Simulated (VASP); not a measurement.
Wanted: the native input for a VASP 6.6.1 run.

| Item | Value |
| --- | --- |
| Task | single point |
| Functional | PBEsol |
| Potentials or basis | VASP PAW PBE potentials, release 64 (Co, Pd, O) |
| Cutoff | 520 eV |
| k mesh | 18 × 18 × 18 |
| Occupations | gaussian, width 0.1 eV |
| Spin | no spin polarisation |
| Dipole correction | no |
| Further INCAR settings | ALGO = Normal; EDIFF = 1e-07; NBANDS = 24 |

The structure of CoPdO2 lies in POSCAR:

```
CoPdO2
1.0
    1.4074670528      0.8126014818      5.8741620451
   -1.4074670528      0.8126014818      5.8741620451
    0.0000000000     -1.6252029636      5.8741620451
Co Pd O
1 1 2
Direct
    0.5000000000      0.5000000000      0.5000000000
    0.0000000000      0.0000000000      0.0000000000
    0.1125747499      0.1125747499      0.1125747499
    0.8874252501      0.8874252501      0.8874252501
```

These files were run (other wordings do the same):

INCAR

```
ALGO = Normal ; EDIFF = 1E-7
ENCUT = 520 ; GGA = PS
ISIF = 2 ; ISMEAR = 0
LASPH = True ; LCHARG = False
LREAL = False ; LWAVE = False
NBANDS = 24 ; NELM = 60
PREC = Accurate ; SIGMA = 0.1
```

KPOINTS

```
k-points
0
Gamma
  18 18 18
```

Potentials or basis: VASP PAW PBE potentials, release 64 (Co, Pd, O).

Command:

```console
$ cat potpaw_PBE.64/Co/POTCAR potpaw_PBE.64/Pd/POTCAR potpaw_PBE.64/O/POTCAR > POTCAR
$ mpirun -np 1 vasp_std > vasp.out
```

It gave:

```
Pressure      : -0.1 GPa
Largest force : 0.044 eV/Å
```

Caveat: the PAW data sets were made with another functional, which shifts forces and pressure a little; an odd number of electrons without spin polarisation forces a metal; a magnetic or distorted state may lie lower; the run has no spin polarisation, though such a crystal can be magnetic.

Wall time 19 min on 1 thread of Intel(R) Xeon(R) Platinum 8559C (Emerald Rapids), with other jobs on the host, peak memory 0.78 GiB.
